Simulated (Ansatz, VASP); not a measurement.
## BiH4: VASP beside Ansatz

```xyz
5
Lattice="3.2044 0.0000 0.0000 -1.6022 2.7751 0.0000 0.0000 0.0000 4.9929" Properties=species:S:1:pos:R:3 pbc="T T T"
Bi    0.0000    0.0000    0.0000
H     1.6022    0.0000    2.4965
H    -0.8011    1.3875    2.4965
H     0.8011    1.3875    2.4965
H     0.0000    0.0000    2.4965
```

Alike in both runs: task relaxation of cell and atoms; functional PBE; k mesh 15 × 15 × 8; occupations gaussian, width 0.1 eV; no spin polarisation.

```csv
,VASP,Ansatz
version,VASP 6.6.1,Ansatz 0.2.0
potentials or method,"VASP PAW PBE potentials, release 64 (Bi_d, H), cutoff 600 eV","scalar-relativistic, plane waves, PAW"
valence electrons in the cell,19,19
```

VASP gave:

* gap on the k mesh at the Fermi level, each at its own relaxed structure (eV): none
* relaxed volume (Å³/atom): 10.53
* relaxed cell length with the largest relative difference (Å): 6.339

Task: What did Ansatz give for the same quantities?

Result: gap on the k mesh at the Fermi level, each at its own relaxed structure (eV): none; relaxed volume (Å³/atom): 10.92; relaxed cell length with the largest relative difference (Å): 6.571.

A gap of «none» marks a metal or a gap that the smearing closes.

Neither program's run includes spin-orbit coupling. Noted on VASP's run: the volume moved by over 15 % at a fixed basis, so the end points are rough.
